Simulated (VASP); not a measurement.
# Cu (Cmcm) in VASP: further runs, part 2 of 2

VASP 6.6.1. The steps go on from the part before.

## (4) Single point, PBEsol

Contents of INCAR:

```
SYSTEM = Cu
  ALGO = Fast
  EDIFF = 1E-7
  ENCUT = 520
  GGA = PS
  ISIF = 2
  ISMEAR = 0
  LASPH = .True.
  LCHARG = .False.
  LREAL = .False.
  LWAVE = .False.
  NBANDS = 18
  NELM = 100
  PREC = Accurate
  SIGMA = 0.1
```

Contents of KPOINTS:

```
k-points
0
Gamma
  18 18 16
  0 0 0
```

Contents of POSCAR:

```
Cu
1.0
    1.2147975457     -3.9598457492      0.0000000000
    1.2147975457      3.9598457492      0.0000000000
    0.0000000000      0.0000000000      2.4677050569
Cu
2
Direct
    0.1338530444      0.8661469556      0.2500000000
    0.8661469556      0.1338530444      0.7500000000
```

Potentials or basis: VASP PAW PBE potentials, release 64 (Cu).

Started as:

```console
$ cat potpaw_PBE.64/Cu/POTCAR > POTCAR
$ mpirun -np 1 vasp_std > vasp.out
```

OUTCAR:

```text
SYSTEM = Cu
   EDIFF = 1E-7
   ENCUT = 520
   GGA = PS
   ISIF = 2
   ISMEAR = 0
   LASPH = .True.
   LREAL = .False.
   NELM = 100
   PREC = Accurate

 ion  position               nearest neighbor table
   1  0.134  0.866  0.250-   2 2.45   2 2.45   2 2.53   2 2.53   2 2.53   2 2.53
   2  0.866  0.134  0.750-   1 2.45   1 2.45   1 2.53   1 2.53   1 2.53   1 2.53

  LATTYP: Found a base centered orthorhombic cell.
 ALAT       =     2.4295950914
 B/A-ratio  =     3.2596754605
 C/A-ratio  =     1.0156857271

[... 697 lines left out ...]

  FORCE on cell =-STRESS in cart. coord.  units (eV):
  Direction    XX          YY          ZZ          XY          YZ          ZX
  --------------------------------------------------------------------------------------
  -------------------------------------------------------------------------------------
  Total        0.0913432      0.1146229      0.1220591      0.0000000     -0.0000000      0.0000000
  in kB        6.1642685      7.7352913      8.2371180      0.0000000     -0.0000000      0.0000000
  external PRESSURE =       7.3788926 kB  Pullay stress =       0.0000000 kB

 VOLUME and BASIS-vectors are now :
 -----------------------------------------------------------------------------
  energy-cutoff  :      520.00
  volume of cell :       23.74
      direct lattice vectors                 reciprocal lattice vectors
     1.214797546 -3.959845749  0.000000000     0.411591217 -0.126267545  0.000000000
     1.214797546  3.959845749  0.000000000     0.411591217  0.126267545  0.000000000
     0.000000000  0.000000000  2.467705057     0.000000000  0.000000000  0.405234814

 POSITION                                       TOTAL-FORCE (eV/Angst)
 -----------------------------------------------------------------------------------
      1.21480      2.89977      0.61693         0.000000      0.004805      0.000000
      1.21480     -2.89977      1.85078         0.000000     -0.004805     -0.000000
 -----------------------------------------------------------------------------------
    total drift:                                0.000000      0.000000      0.000000

  FREE ENERGIE OF THE ION-ELECTRON SYSTEM (eV)
  ---------------------------------------------------
  free  energy   TOTEN  =        -8.3019489711 eV

  energy  without entropy=       -8.2986279585  energy(sigma->0) =       -8.30028846
```

stdout:

```text
POSCAR found type information on POSCAR Cu
 POSCAR found :  1 types and       2 ions
[... 43 lines left out ...]
 num prob  num prob  num prob  num prob  num prob RMM:  17    -0.830194900884E+01    0.14441E-06   -0.24634E-07 23380   0.814E-03    0.191E-03
 num prob  num prob  num prob  num prob  num prob  num prob  num prob  num prob  num prob  num prob  num prob  num prob  num prob  num prob  num prob  num prob  num prob  num prob  num prob  num prob  num prob  num prob  num prob  num prob  num prob  num prob  num prob  num prob  num prob  num prob  num prob  num prob  num prob  num prob  num prob  num prob  num prob  num prob  num prob  num prob  num prob  num prob  num prob  num prob  num prob  num prob  num prob  num prob  num prob  num prob  num prob  num prob  num prob  num prob  num prob  num prob  num prob  num prob  num prob  num prob  num prob  num prob  num prob  num prob  num prob  num prob  num prob RMM:  18    -0.830194897108E+01    0.37761E-07   -0.58957E-08 18840   0.315E-03
```

Wall time 7.2 min (1 thread of AMD EPYC 7R13 (Zen 3), shared host); peak memory 0.36 GiB.

What came out:

| Quantity | Value |
| --- | --- |
| Free energy | -8.3019 eV |
| Pressure | 0.7 GPa |
| Largest force | 0.005 eV/Å |
| Band gap on the k mesh | zero (bands 11 and 12 overlap by 5.66 eV) |

Forces in eV/Å, atoms in the order of the input:
```
Cu   0.000  0.005  0.000
Cu   0.000 -0.005  0.000
```

Stress tensor (GPa, compression positive):
```
0.62 0.00 0.00
0.00 0.77 0.00
0.00 0.00 0.82
```

Levels at points of the mesh, in eV from the Fermi level:
| k point | band 8 | band 9 | band 10 | band 11 | band 12 | band 13 | band 14 | band 15 |
| --- | --- | --- | --- | --- | --- | --- | --- | --- |
| (0.00, 0.00, 0.00) | -2.00 | -1.80 | -1.66 | -1.40 | -0.06 | 4.90 | 14.83 | 18.51 |
| (0.50, 0.00, 0.00) | -2.48 | -2.09 | -1.62 | -0.45 | 1.32 | 2.55 | 6.96 | 13.01 |
| (0.50, 0.50, 0.00) | -2.29 | -2.27 | -1.89 | -1.56 | -1.49 | 13.75 | 15.43 | 15.65 |
| (0.00, 0.00, 0.50) | -2.71 | -1.68 | -1.68 | 0.02 | 0.02 | 8.27 | 8.27 | 9.52 |
| (0.50, 0.00, 0.50) | -1.79 | -1.24 | -1.24 | 3.73 | 3.73 | 7.55 | 7.55 | 9.74 |
| (0.50, 0.50, 0.50) | -1.96 | -1.52 | -1.52 | -0.97 | -0.97 | 3.77 | 3.77 | 18.05 |

Caveat: the PAW data sets were made with another functional, which shifts forces and pressure a little.

## (5) Relaxation of cell and atoms, PBEsol

This run uses another cell than the first one, of 11.99 Å³/atom.

Contents of INCAR:

```
SYSTEM = Cu
PREC = Accurate
ENCUT = 600
EDIFF = 1E-6
ISMEAR = 0
SIGMA = 0.1
LREAL = .FALSE.
LASPH = .TRUE.
NELM = 60
ALGO = Fast
ISIF = 3
LWAVE = .FALSE.
LCHARG = .FALSE.
GGA = PS
IBRION = 2
NSW = 100
EDIFFG = -0.005
```

Contents of KPOINTS:

```
Automatic mesh
0
G
  18 18 16
  0 0 0
```

Contents of POSCAR:

```
Cu
1.0
    1.2184636900     -3.9763780104      0.0000000000
    1.2184636900      3.9763780104      0.0000000000
    0.0000000000      0.0000000000      2.4754955235
Cu
2
Direct
    0.1338666500      0.8661333500      0.2500000000
    0.8661333500      0.1338666500      0.7500000000
```

Started as:

```console
$ cat potpaw_PBE.64/Cu/POTCAR > POTCAR
$ mpirun -np 1 vasp_std > vasp.out
```

Run time: 31 min. Hardware: 1 thread of AMD EPYC 9R45 (Zen 5), shared host; peak memory 0.42 GiB.

It converged, with:

| Quantity | Value |
| --- | --- |
| Free energy | -8.3025 eV |
| Relaxed volume | 11.91 Å³/atom |
| Relaxed cell | a = 4.146 Å, b = 4.146 Å, c = 2.471 Å, α = 90.00°, β = 90.00°, γ = 145.90° |
| Space group after relaxing (to 0.1 Å) | Cmcm (No. 63) |
| Energy gained by relaxing | 0.2 meV/atom |
| Ionic steps | 22 |
| Pressure after relaxing | 0.0 GPa |
| Band gap on the k mesh | zero (bands 11 and 12 overlap by 5.65 eV) |

Step by step:
| step | energy change (eV) | largest force (eV/Å) | pressure (GPa) | volume (Å³) |
| --- | --- | --- | --- | --- |
| 1 | 0.0000 | 0.0043 | -1.48 | 23.99 |
| 2 | 0.0009 | 0.0195 | 2.08 | 23.60 |
| 3 | -0.0003 | 0.0032 | -0.14 | 23.84 |
| 4 | -0.0003 | 0.0055 | 0.11 | 23.83 |
| 5 | -0.0003 | 0.0042 | 0.22 | 23.83 |
| 6 | -0.0003 | 0.0037 | -0.19 | 23.84 |
| 7 | -0.0003 | 0.0010 | -0.07 | 23.83 |
| 8 | -0.0003 | 0.0019 | -0.05 | 23.83 |
| 9 | -0.0003 | 0.0082 | -0.11 | 23.81 |
| 10 | -0.0003 | 0.0005 | 0.15 | 23.80 |
| 11 | -0.0003 | 0.0086 | -0.04 | 23.81 |
| 12 | -0.0003 | 0.0039 | 0.25 | 23.81 |
| 13 | -0.0003 | 0.0072 | 0.34 | 23.81 |
| 14 | -0.0003 | 0.0106 | 0.04 | 23.81 |
| 15 | -0.0003 | 0.0016 | 0.11 | 23.81 |
| 16 | -0.0003 | 0.0014 | 0.34 | 23.81 |
| 17 | -0.0003 | 0.0023 | 0.23 | 23.81 |
| 18 | -0.0003 | 0.0011 | -0.11 | 23.81 |
| 19 | -0.0003 | 0.0021 | 0.22 | 23.81 |
| 20 | -0.0003 | 0.0008 | 0.26 | 23.81 |
| 21 | -0.0003 | 0.0001 | 0.33 | 23.81 |
| 22 | -0.0003 | 0.0006 | 0.05 | 23.81 |

Final structure:
```cif
data_structure
_symmetry_space_group_name_H-M 'P 1'
_symmetry_Int_Tables_number 1
_cell_length_a 4.1455
_cell_length_b 4.1455
_cell_length_c 2.4715
_cell_angle_alpha 90.000
_cell_angle_beta 90.000
_cell_angle_gamma 145.900
_cell_volume 23.81
loop_
_atom_site_label
_atom_site_type_symbol
_atom_site_fract_x
_atom_site_fract_y
_atom_site_fract_z
_atom_site_occupancy
Cu1 Cu 0.13383 0.86617 0.25000 1
Cu2 Cu 0.86617 0.13383 0.75000 1
```

Levels at points of the mesh, in eV from the Fermi level:
```csv
k point,band 9,band 10,band 11,band 12,band 13,band 14
"(0.00, 0.00, 0.00)",-1.79,-1.65,-1.40,-0.05,4.89,14.78
"(0.50, 0.00, 0.00)",-2.09,-1.62,-0.44,1.32,2.56,6.95
"(0.50, 0.50, 0.00)",-2.26,-1.89,-1.56,-1.48,13.73,15.40
"(0.00, 0.00, 0.50)",-1.67,-1.67,0.02,0.02,8.25,8.25
"(0.50, 0.00, 0.50)",-1.23,-1.23,3.73,3.73,7.53,7.53
"(0.50, 0.50, 0.50)",-1.52,-1.52,-0.97,-0.97,3.75,3.75
```

Caveat: the PAW data sets were made with another functional, which shifts forces and pressure a little.

## (6) Overview

```csv
task,cell,k mesh,cutoff (eV),smearing,gap on the mesh (eV),pressure (GPa),largest force (eV/Å)
single point,"a = 4.142, b = 4.142, c = 2.468 Å, angles 90.0, 90.0, 145.9°, 2 atoms",26 × 26 × 24,520,gaussian 0.15 eV,none,1.1,0.01
single point,"a = 4.142, b = 4.142, c = 2.468 Å, angles 90.0, 90.0, 145.9°, 2 atoms",28 × 28 × 26,520,gaussian 0.15 eV,none,1.1,0.01
single point,"a = 4.142, b = 4.142, c = 2.468 Å, angles 90.0, 90.0, 145.9°, 2 atoms",18 × 18 × 16,520,gaussian 0.1 eV,none,0.7,-
relaxation of cell and atoms,"relaxed from a = 4.159, b = 4.159, c = 2.475 Å, angles 90.0, 90.0, 145.9°, 2 atoms",18 × 18 × 16,600,gaussian 0.1 eV,none,0.0,-
```

Alike in all rows: level PBEsol; potentials or basis VASP PAW PBE potentials, release 64 (Cu); no spin polarisation.

Caveats: the PAW data sets were made with another functional, which shifts forces and pressure a little.

Total energies depend on the potentials used, so only differences within one code and one set of settings carry meaning.
